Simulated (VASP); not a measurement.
# Ga8P8H (a cell with a defect) in VASP: notebook

The runs below take Ga8P8H (a cell with a defect) through relaxation of the atoms, with PBE.

Everything below comes from runs of VASP 6.6.1. Logs are shortened: lines on timing, memory, paths and dates and some standing lists are left out, and cuts for length are marked.

**1. The cell of the first run**

The cell holds a defect, 17 atoms: a = 7.785 Å, b = 7.785 Å, c = 7.785 Å, α = 60.00°, β = 60.00°, γ = 60.00°.

**2. Relaxation of the atoms, PBE (with an interstitial atom)**

Contents of INCAR:

```
PREC = Accurate ; ENCUT = 520
EDIFF = 1E-7 ; ISMEAR = 0
SIGMA = 0.01 ; LREAL = Auto
LASPH = T ; NELM = 80
ALGO = Normal ; ISIF = 2
LWAVE = F ; LCHARG = F
GGA = PE ; IBRION = 2
NSW = 65 ; EDIFFG = -0.025
NELECT = 144.0 ; KPAR = 2
```

Contents of KPOINTS:

```
Automatic mesh
0
Gamma
  3 3 3
```

Contents of POSCAR:

```
Ga8P8H
1.0
    0.0000000000      5.5051169764     -5.5051169764
    5.5051169764      5.5051169764      0.0000000000
    5.5051169764      0.0000000000     -5.5051169764
Ga P H
8 8 1
Direct
    0.4992033967      0.4992033967      0.0007966033
    0.4992033967      0.0007966033      0.0007966033
    1.0007966033      0.4992033967      0.0007966033
    1.0000000000      0.0000000000      0.0000000000
    0.5000000000      0.5000000000      0.5000000000
    0.4992033967      0.0007966033      0.4992033967
    1.0007966033      0.4992033967      0.4992033967
    1.0007966033      0.0007966033      0.4992033967
    0.3750661722      0.3750661722      0.3750661722
    0.3750661722      0.8748014833      0.3750661722
    0.8748014833      0.3750661722      0.3750661722
    0.8733585868      0.8733585868      0.3799242397
    0.3750661722      0.3750661722      0.8748014833
    0.3799242397      0.8733585868      0.8733585868
    0.8733585868      0.3799242397      0.8733585868
    0.8733585868      0.8733585868      0.8733585868
    0.7500000000      0.7500000000      0.7500000000
```

Potentials or basis: VASP PAW PBE potentials, release 64 (Ga_d, P, H).

The run is started by

```bash
> cat potpaw_PBE.64/Ga_d/POTCAR potpaw_PBE.64/P/POTCAR potpaw_PBE.64/H/POTCAR > POTCAR
> mpirun -np 2 vasp_std > vasp.out
```

OUTCAR:

```text
PREC = Accurate
   ENCUT = 520
   EDIFF = 1E-7
   ISMEAR = 0
   LREAL = Auto
   LASPH = T
   NELM = 80
   ISIF = 2
   GGA = PE
   IBRION = 2
   NSW = 65
   EDIFFG = -0.025
   NELECT = 144.0

 ion  position               nearest neighbor table
   1  0.499  0.499  0.001-  14 2.38  15 2.38   9 2.38  13 2.38
   2  0.499  0.001  0.001-  14 2.38  16 2.38  10 2.38  13 2.38
   3  0.001  0.499  0.001-  15 2.38  16 2.38  11 2.38  13 2.38
   4  0.000  0.000  0.000-  16 2.42  14 2.42  15 2.42  12 2.42
   5  0.500  0.500  0.500-  10 2.38  11 2.38  13 2.38   9 2.38
   6  0.499  0.001  0.499-  12 2.38  14 2.38   9 2.38  10 2.38
[... 8 lines left out ...]
  15  0.873  0.380  0.873-   3 2.38   1 2.38   7 2.38   4 2.42
  16  0.873  0.873  0.873-   2 2.38   3 2.38   8 2.38   4 2.42
  17  0.750  0.750  0.750-

  LATTYP: Found a face centered cubic cell.
 ALAT       =    11.0102339528

  Lattice vectors:

 A1 = (   0.0000000000,   5.5051169764,  -5.5051169764)
 A2 = (   5.5051169764,   5.5051169764,   0.0000000000)
 A3 = (   5.5051169764,   0.0000000000,  -5.5051169764)

Analysis of symmetry for initial positions (statically):
=====================================================================
 Subroutine PRICEL returns:
 Original cell was already a primitive cell.

 Routine SETGRP: Setting up the symmetry group for a
 face centered cubic supercell.

 Subroutine GETGRP returns: Found 24 space group operations
 (whereof 24 operations were pure point group operations)
 out of a pool of 48 trial point group operations.

The static configuration has the point symmetry T_d .

Analysis of symmetry for dynamics (positions and initial velocities):
=====================================================================
 Subroutine PRICEL returns:
 Original cell was already a primitive cell.

 Routine SETGRP: Setting up the symmetry group for a
 face centered cubic supercell.

 Subroutine GETGRP returns: Found 24 space group operations
 (whereof 24 operations were pure point group operations)
 out of a pool of 48 trial point group operations.

The dynamic configuration has the point symmetry T_d .

 Subroutine INISYM returns: Found 24 space group operations
 (whereof 24 operations are pure point group operations),
 and found     1 'primitive' translations

----------------------------------------------------------------------------------------

                                     Primitive cell

  volume of cell :     333.6796

  direct lattice vectors                    reciprocal lattice vectors
     0.000000000  5.505116976 -5.505116976    -0.090824591  0.090824591 -0.090824591
     5.505116976  5.505116976  0.000000000     0.090824591  0.090824591  0.090824591
     5.505116976  0.000000000 -5.505116976     0.090824591 -0.090824591 -0.090824591

  length of vectors
     7.785411090  7.785411090  7.785411090     0.157312807  0.157312807  0.157312807

  position of ions in fractional coordinates (direct lattice)
     0.499203397  0.499203397  0.000796603
     0.499203397  0.000796603  0.000796603
     0.000796603  0.499203397  0.000796603
     0.000000000  0.000000000  0.000000000
     0.500000000  0.500000000  0.500000000
     0.499203397  0.000796603  0.499203397
[... 9 lines left out ...]
     0.873358587  0.873358587  0.873358587
     0.750000000  0.750000000  0.750000000

  ion indices of the primitive-cell ions
   primitive index   ion index
                 1           1
                 2           2
                 3           3
                 4           4
                 5           5
                 6           6
[... 9 lines left out ...]
                16          16
                17          17

----------------------------------------------------------------------------------------

 KPOINTS: Automatic mesh

Automatic generation of k-mesh.
 Grid dimensions read from file:
 generate k-points for:    3    3    3

 Generating k-lattice:

  Cartesian coordinates                     Fractional coordinates (reciprocal lattice)
    -0.030274864  0.030274864 -0.030274864     0.333333333  0.000000000  0.000000000
     0.030274864  0.030274864  0.030274864     0.000000000  0.333333333  0.000000000
     0.030274864 -0.030274864 -0.030274864     0.000000000  0.000000000  0.333333333

  Length of vectors
     0.052437602  0.052437602  0.052437602

  Shift w.r.t. Gamma in fractional coordinates (k-lattice)
     0.000000000  0.000000000  0.000000000

 Subroutine IBZKPT returns following result:
 ===========================================

 Found      4 irreducible k-points:

 Following reciprocal coordinates:
            Coordinates               Weight
  0.000000  0.000000  0.000000      1.000000
  0.333333  0.000000  0.000000      8.000000
  0.333333  0.333333  0.000000      6.000000
 -0.333333  0.333333  0.000000     12.000000
   k-points           NKPTS =      4   k-points in BZ     NKDIM =      4   number of bands    NBANDS=     86
   number of dos      NEDOS =    301   number of ions     NIONS =     17
   total plane-waves  NPLWV = 216000
   dimension x,y,z NGX =    60 NGY =   60 NGZ =   60
   dimension x,y,z NGXF=   120 NGYF=  120 NGZF=  120
   ions per type =               8   8   1
   NGX,Y,Z   is equivalent  to a cutoff of  12.81, 12.81, 12.81 a.u.
   NGXF,Y,Z  is equivalent  to a cutoff of  25.62, 25.62, 25.62 a.u.
 SYSTEM =  unknown system
   PREC   = accura    normal or accurate (medium, high low for compatibility)
   ISTART =      0    job   : 0-new  1-cont  2-samecut
   ICHARG =      2    charge: 1-file 2-atom 10-const
   ISPIN  =      1    spin polarized calculation?
   LNONCOLLINEAR =      F non collinear calculations
   LSORBIT =      F    spin-orbit coupling
   LASPH  =      T    aspherical Exc in radial PAW
   ENCUT  =  520.0 eV  38.22 Ry    6.18 a.u.  14.48 14.48 14.48*2*pi/ulx,y,z
   NELM   =     80;   NELMIN=  2; NELMDL= -5     # of ELM steps
   EDIFF  = 0.1E-06   stopping-criterion for ELM
   LREAL  =      T    real-space projection
   EDIFFG = -.3E-01   stopping-criterion for IOM
   NSW    =     65    number of steps for IOM
   IBRION =      2    ionic relax: 0-MD 1-quasi-New 2-CG
   NFREE  =      1    steps in history (QN), initial steepest desc. (CG)
   ISIF   =      2    stress and relaxation
   ISYM   =      2    0-nonsym 1-usesym 2-fastsym
   POTIM  = 0.5000    time-step for ionic-motion
   TEBEG  =    0.0;   TEEND  =   0.0 temperature during run
   PSTRESS=    0.0 pullay stress
   NELECT =     144.0000    total number of electrons
   NUPDOWN=      -1.0000    fix difference up-down
   EMIN   =  10.00;   EMAX   =-10.00  energy-range for DOS
   EFERMI =   0.00;   METHOD = LEGACY
   ISMEAR =     0;   SIGMA  =   0.01  broadening in eV -4-tet -1-fermi 0-gaus
   EFERMI_NEDOS =   21; number of points for ismear=-14 and -15
   IALGO  =     38    algorithm
   IMIX   =      4    mixing-type and parameters
     AMIX     =   0.40;   BMIX     =  1.00
     AMIX_MAG =   1.60;   BMIX_MAG =  1.00
  volume/ion in A,a.u.               =      19.63       132.46
  Fermi-wavevector in a.u.,A,eV,Ry     =   1.237141  2.337857 20.823951  1.530517
  Thomas-Fermi vector in A             =   2.371720
   LORBIT       =      0    0 simple, 1 ext, 2 COOP (PROOUT), +10 PAW based schemes
   GGA     = PE    functional components
   LHFCALC =     F    Hartree Fock is set to
   AEXX    =    0.0000 exact exchange contribution
   IVDW    =     0    specifies the selected vdW correction
   LEPSILON=     F    determine dielectric tensor
   LRPA    =     F    only Hartree local field effects (RPA)
 conjugate gradient relaxation of ions
 non-spin polarized calculation
 Gauss-broadening in eV      SIGMA  =   0.01
  energy-cutoff  :      520.00
  volume of cell :      333.68
 maximum number of plane-waves:      9089
 NGX is ok and might be reduce to    60
   NGX = 29   NGY = 29   NGZ = 29

--------------------------------------- Ionic step        1  -------------------------------------------

 number of electron     144.0000016 magnetization

 Free energy of the ion-electron system (eV)
  ---------------------------------------------------
  ext. energy  EPLUGINS =         0.00000000
  ---------------------------------------------------
  free energy    TOTEN  =       -78.48040556 eV

  energy without entropy =      -78.47642397  energy(sigma->0) =      -78.47841476

------------------------ aborting loop because EDIFF is reached ----------------------------------------

  FORCE on cell =-STRESS in cart. coord.  units (eV):
  Direction    XX          YY          ZZ          XY          YZ          ZX
  --------------------------------------------------------------------------------------
  -------------------------------------------------------------------------------------
  Total       -8.5866727     -8.5866727     -8.5866727     -0.0000000      0.0000000      0.0000000
  in kB      -41.2292884    -41.2292884    -41.2292884     -0.0000000      0.0000000      0.0000000
  external PRESSURE =     -41.2292884 kB  Pullay stress =       0.0000000 kB
[... 189 lines left out ...]
  energy  without entropy=      -78.4971054763  energy(sigma->0) =      -78.49885086

--------------------------------------- Ionic step        5  -------------------------------------------

 number of electron     143.9999999 magnetization

 Free energy of the ion-electron system (eV)
  ---------------------------------------------------
  ext. energy  EPLUGINS =         0.00000000
  ---------------------------------------------------
  free energy    TOTEN  =       -78.50099559 eV

  energy without entropy =      -78.49751689  energy(sigma->0) =      -78.49925624

 E-fermi :   4.0324     XC(G=0):  -9.7101

 val. band max:        4.0320701292   @ k =   0.3333   0.0000   0.0000
 cond. band min:       4.3730448187   @ k =   0.0000   0.0000   0.0000
 fundamental gap:      0.3409746895
 Fermi energy:         4.0323829829

 k-point     1 :       0.0000    0.0000    0.0000
  band No.  band energies     occupation
      1     -10.2320      2.00000
      2     -10.2320      2.00000
      3     -10.2320      2.00000
      4     -10.1817      2.00000
      5     -10.1817      2.00000
      6     -10.1817      2.00000
[... 337 lines left out ...]
     83       8.5765      0.00000
     84       8.6717      0.00000
 [bands above 84 left out]

------------------------ aborting loop because EDIFF is reached ----------------------------------------

  FORCE on cell =-STRESS in cart. coord.  units (eV):
  Direction    XX          YY          ZZ          XY          YZ          ZX
  --------------------------------------------------------------------------------------
  -------------------------------------------------------------------------------------
  Total       -8.5449853     -8.5449853     -8.5449853      0.0000000      0.0000000      0.0000000
  in kB      -41.0291247    -41.0291247    -41.0291247      0.0000000      0.0000000      0.0000000
  external PRESSURE =     -41.0291247 kB  Pullay stress =       0.0000000 kB
[... 32 lines left out ...]
  FREE ENERGIE OF THE ION-ELECTRON SYSTEM (eV)
  ---------------------------------------------------
  free  energy   TOTEN  =       -78.5009955867 eV

  energy  without entropy=      -78.4975168936  energy(sigma->0) =      -78.49925624

 reached required accuracy - stopping structural energy minimisation
```

It took 13 min on 2 MPI ranks of Intel Xeon Platinum 8488C (Sapphire Rapids), shared host; peak memory 0.55 GiB.

Results:

* Free energy: -78.5010 eV
* Energy gained by relaxing: 1.2 meV/atom
* Ionic steps: 5
* Largest force after relaxing: 0.007 eV/Å

Forces in eV/Å, atoms in the order of the input:
```
Ga   0.000  0.003  0.000
Ga  -0.003  0.000  0.000
Ga   0.000  0.000  0.003
Ga   0.000  0.000  0.000
Ga   0.000  0.000  0.000
Ga   0.000  0.000 -0.003
Ga   0.003  0.000  0.000
Ga   0.000 -0.003  0.000
P   -0.002 -0.002  0.002
P    0.002  0.002  0.002
P   -0.002  0.002 -0.002
P    0.004 -0.004 -0.004
P    0.002 -0.002 -0.002
P   -0.004  0.004 -0.004
P    0.004  0.004  0.004
P   -0.004 -0.004  0.004
H    0.000  0.000  0.000
```

Step by step:
```tsv
step	energy change (eV)	largest force (eV/Å)	pressure (GPa)
1	0.0000	0.2008	-4.12
2	-0.0126	0.1177	-4.11
3	-0.0202	0.0483	-4.11
4	-0.0202	0.0462	-4.11
5	-0.0206	0.0069	-4.10
```

Final structure:
```
Ga P H
1.0
     0.00000    5.50512   -5.50512
     5.50512    5.50512    0.00000
     5.50512    0.00000   -5.50512
Ga P H
8 8 1
Cartesian
  2.7526 5.4721 -2.7526
  0.0330 2.7526 -2.7526
  2.7526 2.7526 -0.0330
  0.0000 0.0000 0.0000
  5.5051 5.5051 -5.5051
  2.7526 2.7526 -5.4721
  5.4721 2.7526 -2.7526
  2.7526 0.0330 -2.7526
  4.1356 4.1356 -4.1356
  6.8747 6.8747 -4.1356
  4.1356 6.8747 -6.8747
  6.9096 9.6057 -6.9096
  6.8747 4.1356 -6.8747
  9.6057 6.9096 -6.9096
  6.9096 6.9096 -9.6057
  9.6057 9.6057 -9.6057
  8.2577 8.2577 -8.2577
```

Caveat: the cell carries a net charge on a neutralising background, which shifts energy and pressure; the cell differs from its parent crystal (with an interstitial atom); the cell is charged against a uniform background, so pressure and absolute levels hang on convention.

**3. Relaxation of the atoms, PBE (with an interstitial atom)**

Contents of INCAR:

```
ALGO = Normal
EDIFF = 1E-6
EDIFFG = -0.025
ENCUT = 520
GGA = PE
IBRION = 2
ISIF = 2
ISMEAR = 0
KPAR = 2
LASPH = T
LCHARG = F
LREAL = Auto
LWAVE = F
NELECT = 146.0
NELM = 60
NSW = 65
PREC = Accurate
SIGMA = 0.01
```

Contents of KPOINTS:

```
k-points
0
Gamma
  3 3 3
```

POSCAR is that of step 2.

Potentials or basis: VASP PAW PBE potentials, release 64 (Ga_d, P, H).

The run is started by

```bash
> cat potpaw_PBE.64/Ga_d/POTCAR potpaw_PBE.64/P/POTCAR potpaw_PBE.64/H/POTCAR > POTCAR
> mpirun -np 2 vasp_std > vasp.out
```

Wall time 8.2 min (2 MPI ranks of Intel Xeon Platinum 8488C (Sapphire Rapids), shared host); peak memory 0.58 GiB.

The run converged. Its results:

| Quantity | Value |
| --- | --- |
| Free energy | -68.8257 eV |
| Energy gained by relaxing | 2.8 meV/atom |
| Ionic steps | 5 |
| Largest force after relaxing | 0.021 eV/Å |

Forces on the atoms (eV/Å):
```
Ga   0.000  0.002  0.000
Ga  -0.002  0.000  0.000
Ga   0.000  0.000  0.002
Ga   0.000  0.000  0.000
Ga   0.000  0.000  0.000
Ga   0.000  0.000 -0.002
Ga   0.002  0.000  0.000
Ga   0.000 -0.002  0.000
P    0.012  0.012 -0.012
P   -0.012 -0.012 -0.012
P    0.012 -0.012  0.012
P    0.006 -0.006 -0.006
P   -0.012  0.012  0.012
P   -0.006  0.006 -0.006
P    0.006  0.006  0.006
P   -0.006 -0.006  0.006
H    0.000  0.000  0.000
```

The path:
```tsv
step	energy change (eV)	largest force (eV/Å)	pressure (GPa)
1	0.0000	0.3900	4.92
2	-0.0348	0.1756	4.92
3	-0.0440	0.1279	4.96
4	-0.0467	0.0569	4.94
5	-0.0473	0.0207	4.92
```

Final structure:
```cif
data_structure
_symmetry_space_group_name_H-M 'P 1'
_symmetry_Int_Tables_number 1
_cell_length_a 7.7854
_cell_length_b 7.7854
_cell_length_c 7.7854
_cell_angle_alpha 60.000
_cell_angle_beta 60.000
_cell_angle_gamma 60.000
_cell_volume 333.68
loop_
_atom_site_label
_atom_site_type_symbol
_atom_site_fract_x
_atom_site_fract_y
_atom_site_fract_z
_atom_site_occupancy
Ga1 Ga 0.50255 0.50255 0.99745 1
Ga2 Ga 0.50255 0.99745 0.99745 1
Ga3 Ga 0.99745 0.50255 0.99745 1
Ga4 Ga 0.00000 0.00000 0.00000 1
Ga5 Ga 0.50000 0.50000 0.50000 1
Ga6 Ga 0.50255 0.99745 0.50255 1
Ga7 Ga 0.99745 0.50255 0.50255 1
Ga8 Ga 0.99745 0.99745 0.50255 1
P1 P 0.37432 0.37432 0.37432 1
P2 P 0.37432 0.87704 0.37432 1
P3 P 0.87704 0.37432 0.37432 1
P4 P 0.87423 0.87423 0.37730 1
P5 P 0.37432 0.37432 0.87704 1
P6 P 0.37730 0.87423 0.87423 1
P7 P 0.87423 0.37730 0.87423 1
P8 P 0.87423 0.87423 0.87423 1
H1 H 0.75000 0.75000 0.75000 1
```

Levels at points of the mesh, in eV from the Fermi level:
```tsv
k point	band 69	band 70	band 71	band 72	band 73	band 74	band 75	band 76	band 77	band 78
(0.00, 0.00, 0.00)	-2.37	-1.99	-1.33	-1.33	-1.33	0.19	0.19	0.19	0.19	0.28
```

Caveat: the cell carries a net charge on a neutralising background, which shifts energy and pressure; the cell differs from its parent crystal (with an interstitial atom); the cell is charged against a uniform background, so pressure and absolute levels hang on convention.
